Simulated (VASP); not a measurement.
# N (Cm) in VASP: a series of runs

N is run at these levels: PBEsol; tasks: single point.

Program: VASP 6.6.1. These are calculated values, not measurements. Logs are shortened: lines on timing, memory, paths and dates and some standing lists are left out, and cuts for length are marked.

## 1. The cell of the first run

It takes space group Cm (No. 8, monoclinic). Conventional cell: a = 7.218 Å, b = 4.167 Å, c = 7.006 Å, α = 90.00°, β = 90.00°, γ = 90.00°. N (site symmetry m) has 1 N at 0.69 Å within 1.0 Å. N (site symmetry m) has 1 N at 0.69 Å within 1.0 Å. N (site symmetry m) has 1 N at 1.11 Å within 1.5 Å. N (site symmetry m) has 1 N at 1.11 Å within 1.5 Å.

## 2. Single point, PBEsol (atom 1 (N) moved by (-0.225, -0.450) A along y and z)

Contents of INCAR:

```
  PREC = Accurate
  ENCUT = 520
  EDIFF = 1E-6
  ISMEAR = 0
  SIGMA = 0.05
  LREAL = False
  LASPH = True
  NELM = 100
  ALGO = Normal
  ISIF = 2
  LWAVE = False
  LCHARG = False
  GGA = PS
  NBANDS = 18
```

Contents of KPOINTS:

```
regular mesh
0
Gamma
  6 6 4
```

Contents of POSCAR:

```
N
1.0
    4.1672328106      0.0000000000      0.0000000000
   -2.0836164053      3.6089294775      0.0000000000
    0.0000000000      0.0000000000      7.0060035100
N
4
Direct
    0.3021606544      0.6043213087      0.2646994127
    0.3333333333      0.6666666667      0.1710699600
    0.6666666667      0.3333333333      0.8289300400
    0.6666666667      0.3333333333      0.6710699600
```

Potentials or basis: VASP PAW PBE potentials, release 64 (N).

Run with:

```sh
$ cat potpaw_PBE.64/N/POTCAR > POTCAR
$ mpirun -np 1 vasp_std > vasp.out
```

OUTCAR:

```text
PREC = Accurate
   ENCUT = 520
   EDIFF = 1E-6
   ISMEAR = 0
   LREAL = False
   LASPH = True
   NELM = 100
   ISIF = 2
   GGA = PS

 ion  position               nearest neighbor table
   1  0.302  0.604  0.265-   2 0.69
   2  0.333  0.667  0.171-   1 0.69
   3  0.667  0.333  0.829-   4 1.11
   4  0.667  0.333  0.671-   3 1.11

 -----------------------------------------------------------------------------
|                                                                             |
|           W    W    AA    RRRRR   N    N  II  N    N   GGGG   !!!           |
|           W    W   A  A   R    R  NN   N  II  NN   N  G    G  !!!           |
|           W    W  A    A  R    R  N N  N  II  N N  N  G       !!!           |
|           W WW W  AAAAAA  RRRRR   N  N N  II  N  N N  G  GGG   !            |
|           WW  WW  A    A  R   R   N   NN  II  N   NN  G    G                |
|           W    W  A    A  R    R  N    N  II  N    N   GGGG   !!!           |
|                                                                             |
|     The distance between some ions is very small. Please check the          |
|     nearest-neighbor list in the OUTCAR file.                               |
|     I HOPE YOU KNOW WHAT YOU ARE DOING!                                     |
|                                                                             |
 -----------------------------------------------------------------------------

  LATTYP: Found a hexagonal cell.
 ALAT       =     4.1672328106
 C/A-ratio  =     1.6812124084

  Lattice vectors:

 A1 = (   4.1672328106,   0.0000000000,   0.0000000000)
 A2 = (  -2.0836164053,   3.6089294775,   0.0000000000)
 A3 = (   0.0000000000,   0.0000000000,   7.0060035100)

Analysis of symmetry for initial positions (statically):
=====================================================================
 Subroutine PRICEL returns:
 Original cell was already a primitive cell.

 Routine SETGRP: Setting up the symmetry group for a
 hexagonal supercell.

 Subroutine GETGRP returns: Found  2 space group operations
 (whereof  2 operations were pure point group operations)
 out of a pool of 24 trial point group operations.

The static configuration has the point symmetry C_1h.

Analysis of symmetry for dynamics (positions and initial velocities):
=====================================================================
 Subroutine PRICEL returns:
 Original cell was already a primitive cell.

 Routine SETGRP: Setting up the symmetry group for a
 hexagonal supercell.

 Subroutine GETGRP returns: Found  2 space group operations
 (whereof  2 operations were pure point group operations)
 out of a pool of 24 trial point group operations.

The dynamic configuration has the point symmetry C_1h.

 Subroutine INISYM returns: Found  2 space group operations
 (whereof  2 operations are pure point group operations),
 and found     1 'primitive' translations

----------------------------------------------------------------------------------------

                                     Primitive cell

  volume of cell :     105.3650

  direct lattice vectors                    reciprocal lattice vectors
     4.167232811  0.000000000  0.000000000     0.239967395  0.138545240  0.000000000
    -2.083616405  3.608929477  0.000000000     0.000000000  0.277090480  0.000000000
     0.000000000  0.000000000  7.006003510     0.000000000  0.000000000  0.142734727

  length of vectors
     4.167232811  4.167232811  7.006003510     0.277090480  0.277090480  0.142734727

  position of ions in fractional coordinates (direct lattice)
     0.302160654  0.604321309  0.264699413
     0.333333333  0.666666667  0.171069960
     0.666666667  0.333333333  0.828930040
     0.666666667  0.333333333  0.671069960

  ion indices of the primitive-cell ions
   primitive index   ion index
                 1           1
                 2           2
                 3           3
                 4           4

----------------------------------------------------------------------------------------

 KPOINTS: regular mesh

Automatic generation of k-mesh.
 Grid dimensions read from file:
 generate k-points for:    6    6    4

 Generating k-lattice:

  Cartesian coordinates                     Fractional coordinates (reciprocal lattice)
     0.039994566  0.023090873  0.000000000     0.166666667  0.000000000  0.000000000
     0.000000000  0.046181747  0.000000000     0.000000000  0.166666667  0.000000000
     0.000000000  0.000000000  0.035683682     0.000000000  0.000000000  0.250000000

  Length of vectors
     0.046181747  0.046181747  0.035683682

  Shift w.r.t. Gamma in fractional coordinates (k-lattice)
     0.000000000  0.000000000  0.000000000

 Subroutine IBZKPT returns following result:
 ===========================================

 Found     47 irreducible k-points:

 Following reciprocal coordinates:
            Coordinates               Weight
  0.000000  0.000000  0.000000      1.000000
  0.166667  0.000000  0.000000      4.000000
  0.000000  0.166667  0.000000      2.000000
  0.333333  0.000000  0.000000      4.000000
  0.000000  0.333333  0.000000      2.000000
  0.500000  0.000000  0.000000      2.000000
[... 16 lines left out ...]
  0.500000  0.000000  0.250000      4.000000
  0.000000  0.500000  0.250000      2.000000
 [... further k-points ...]
   k-points           NKPTS =     47   k-points in BZ     NKDIM =     47   number of bands    NBANDS=     18
   number of dos      NEDOS =    301   number of ions     NIONS =      4
   total plane-waves  NPLWV =  55296
   dimension x,y,z NGX =    32 NGY =   32 NGZ =   54
   dimension x,y,z NGXF=    64 NGYF=   64 NGZF=  108
   ions per type =               4
   NGX,Y,Z   is equivalent  to a cutoff of  12.77, 12.77, 12.81 a.u.
   NGXF,Y,Z  is equivalent  to a cutoff of  25.53, 25.53, 25.63 a.u.
 SYSTEM =  unknown system
   PREC   = accura    normal or accurate (medium, high low for compatibility)
   ISTART =      0    job   : 0-new  1-cont  2-samecut
   ICHARG =      2    charge: 1-file 2-atom 10-const
   ISPIN  =      1    spin polarized calculation?
   LNONCOLLINEAR =      F non collinear calculations
   LSORBIT =      F    spin-orbit coupling
   LASPH  =      T    aspherical Exc in radial PAW
   ENCUT  =  520.0 eV  38.22 Ry    6.18 a.u.   7.75  7.75 13.03*2*pi/ulx,y,z
   NELM   =    100;   NELMIN=  2; NELMDL= -5     # of ELM steps
   EDIFF  = 0.1E-05   stopping-criterion for ELM
   LREAL  =      F    real-space projection
   EDIFFG = 0.1E-04   stopping-criterion for IOM
   NSW    =      0    number of steps for IOM
   IBRION =     -1    ionic relax: 0-MD 1-quasi-New 2-CG
   NFREE  =      0    steps in history (QN), initial steepest desc. (CG)
   ISIF   =      2    stress and relaxation
   ISYM   =      2    0-nonsym 1-usesym 2-fastsym
   POTIM  = 0.5000    time-step for ionic-motion
   TEBEG  =    0.0;   TEEND  =   0.0 temperature during run
   PSTRESS=    0.0 pullay stress
   NELECT =      20.0000    total number of electrons
   NUPDOWN=      -1.0000    fix difference up-down
   EMIN   =  10.00;   EMAX   =-10.00  energy-range for DOS
   EFERMI =   0.00;   METHOD = LEGACY
   ISMEAR =     0;   SIGMA  =   0.05  broadening in eV -4-tet -1-fermi 0-gaus
   EFERMI_NEDOS =   21; number of points for ismear=-14 and -15
   IALGO  =     38    algorithm
   IMIX   =      4    mixing-type and parameters
     AMIX     =   0.40;   BMIX     =  1.00
     AMIX_MAG =   1.60;   BMIX_MAG =  1.00
  volume/ion in A,a.u.               =      26.34       177.76
  Fermi-wavevector in a.u.,A,eV,Ry     =   0.940848  1.777944 12.043801  0.885194
  Thomas-Fermi vector in A             =   2.068300
   LORBIT       =      0    0 simple, 1 ext, 2 COOP (PROOUT), +10 PAW based schemes
   GGA     = PS    functional components
   LHFCALC =     F    Hartree Fock is set to
   AEXX    =    0.0000 exact exchange contribution
   IVDW    =     0    specifies the selected vdW correction
   LEPSILON=     F    determine dielectric tensor
   LRPA    =     F    only Hartree local field effects (RPA)
 non-spin polarized calculation
 Gauss-broadening in eV      SIGMA  =   0.05
  energy-cutoff  :      520.00
  volume of cell :      105.37
 maximum number of plane-waves:      2882
   NGX = 15   NGY = 15   NGZ = 27

 number of electron      20.0000002 magnetization

 Free energy of the ion-electron system (eV)
  ---------------------------------------------------
  ext. energy  EPLUGINS =         0.00000000
  ---------------------------------------------------
  free energy    TOTEN  =         6.78684831 eV

  energy without entropy =        6.78684831  energy(sigma->0) =        6.78684831

 E-fermi :  -5.9136     XC(G=0):  -5.5821

 val. band max:       -6.2383823213   @ k =   0.0000   0.5000   0.0000
 cond. band min:       0.5958064739   @ k =   0.5000   0.0000   0.0000
 fundamental gap:      6.8341887952
 Fermi energy:        -5.9136361130

 k-point     1 :       0.0000    0.0000    0.0000
  band No.  band energies     occupation
      1     -29.4582      2.00000
      2     -25.3402      2.00000
      3     -14.7480      2.00000
      4     -14.7474      2.00000
      5     -10.5873      2.00000
      6      -8.5760      2.00000
[... 10 lines left out ...]
     17       7.3089      0.00000
     18       9.8206      0.00000

 k-point     2 :       0.1667    0.0000    0.0000
  band No.  band energies     occupation
      1     -29.4575      2.00000
      2     -25.3367      2.00000
      3     -14.7662      2.00000
      4     -14.7522      2.00000
      5     -10.5630      2.00000
      6      -8.6584      2.00000
[... 10 lines left out ...]
     17       7.4857      0.00000
     18       8.4178      0.00000

 k-point     3 :       0.0000    0.1667    0.0000
  band No.  band energies     occupation
      1     -29.4576      2.00000
      2     -25.3367      2.00000
      3     -14.7660      2.00000
      4     -14.7525      2.00000
      5     -10.5629      2.00000
      6      -8.6589      2.00000
[... 412 lines left out ...]
 k-point    23 :       0.5000    0.0000    0.2500
  band No.  band energies     occupation
      1     -29.4530      2.00000
      2     -25.3263      2.00000
      3     -14.8241      2.00000
      4     -14.7634      2.00000
      5     -10.4864      2.00000
      6      -8.8720      2.00000
[... 10 lines left out ...]
     17       6.8854      0.00000
     18       7.4655      0.00000

 k-point    24 :       0.0000    0.5000    0.2500
  band No.  band energies     occupation
      1     -29.4529      2.00000
      2     -25.3263      2.00000
      3     -14.8193      2.00000
      4     -14.7657      2.00000
      5     -10.4863      2.00000
      6      -8.8731      2.00000
[... 10 lines left out ...]
     17       7.0354      0.00000
     18       7.1131      0.00000

 [... further k-points ...]
[... 5 lines left out ...]
  --------------------------------------------------------------------------------------
  -------------------------------------------------------------------------------------
  Total       -0.8690868     21.8810431    193.3502139      0.0000000    -66.3946741      0.0000000
  in kB      -13.2153055    332.7224407   2940.0771677      0.0000000  -1009.5952908      0.0000000
  external PRESSURE =    1086.5281010 kB  Pullay stress =       0.0000000 kB

 VOLUME and BASIS-vectors are now :
 -----------------------------------------------------------------------------
  energy-cutoff  :      520.00
  volume of cell :      105.37
      direct lattice vectors                 reciprocal lattice vectors
     4.167232811  0.000000000  0.000000000     0.239967395  0.138545240  0.000000000
    -2.083616405  3.608929477  0.000000000     0.000000000  0.277090480  0.000000000
     0.000000000  0.000000000  7.006003510     0.000000000  0.000000000  0.142734727

 POSITION                                       TOTAL-FORCE (eV/Angst)
 -----------------------------------------------------------------------------------
      0.00000      2.18095      1.85449         0.000000   -101.361400    295.323974
     -0.00000      2.40595      1.19852         0.000000    101.355417   -295.303544
      2.08362      1.20298      5.80749        -0.000000      0.026271      0.881012
      2.08362      1.20298      4.70152         0.000000     -0.020288     -0.901441
 -----------------------------------------------------------------------------------
    total drift:                               -0.000000      0.000004      0.000325

  FREE ENERGIE OF THE ION-ELECTRON SYSTEM (eV)
  ---------------------------------------------------
  free  energy   TOTEN  =         6.7868483135 eV

  energy  without entropy=        6.7868483135  energy(sigma->0) =        6.78684831
```

It took 32 s on 1 thread of AMD EPYC 9R45 (Zen 5), shared host; peak memory 0.21 GiB.

Results:

```
Free energy            : 6.7868 eV
Pressure               : 108.7 GPa
Largest force          : 312.235 eV/Å
Band gap on the k mesh : 6.83 eV, indirect (the least direct gap lies 2.0 meV higher)
```

Forces in eV/Å, atoms in the order of the input:
```
N      0.000 -101.361  295.324
N      0.000  101.355 -295.304
N      0.000    0.026    0.881
N      0.000   -0.020   -0.901
```

Caveat: the cell differs from its parent crystal (atom 1 (N) moved by (-0.225, -0.450) A along y and z); the standard files for N, O and F lose accuracy on very short bonds; the PAW data sets were made with another functional, which shifts forces and pressure a little. A k mesh can miss the band edges.

(Continued in part 2 of 2.)
